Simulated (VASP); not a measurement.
# As: single point with PBEsol

Crystal: As.

```
As
1.0
     2.70368    0.00000    0.00000
     0.00000    2.70368    0.00000
     0.00000    0.00000    2.70368
As
1
Cartesian
  1.3518 1.3518 1.3518
```

| Item | Value |
| --- | --- |
| Program | VASP 6.6.1 |
| Task | single point |
| Functional | PBEsol |
| Potentials or basis | VASP PAW PBE potentials, release 64 (As) |
| Cutoff | 500 eV |
| k mesh | 11 × 11 × 11 |
| Occupations | methfessel-paxton, width 0.02 eV |
| Spin | no spin polarisation |
| Dipole correction | no |
| Further INCAR settings | ALGO = Normal; EDIFF = 1e-06; NBANDS = 8 |

| Quantity | Value |
| --- | --- |
| Pressure | -0.7 GPa |

Levels at points of the mesh, in eV from the Fermi level:
```
           k point  band 1  band 2  band 3  band 4  band 5
(0.00, 0.00, 0.00)  -14.97    4.17    4.17    4.17    8.53
```

It took 4.8 s on 1 thread of Intel Xeon 6975P-C, with other jobs on the host, peak memory 0.12 GiB.

Caveat: the PAW data sets were made with another functional, which shifts forces and pressure a little.
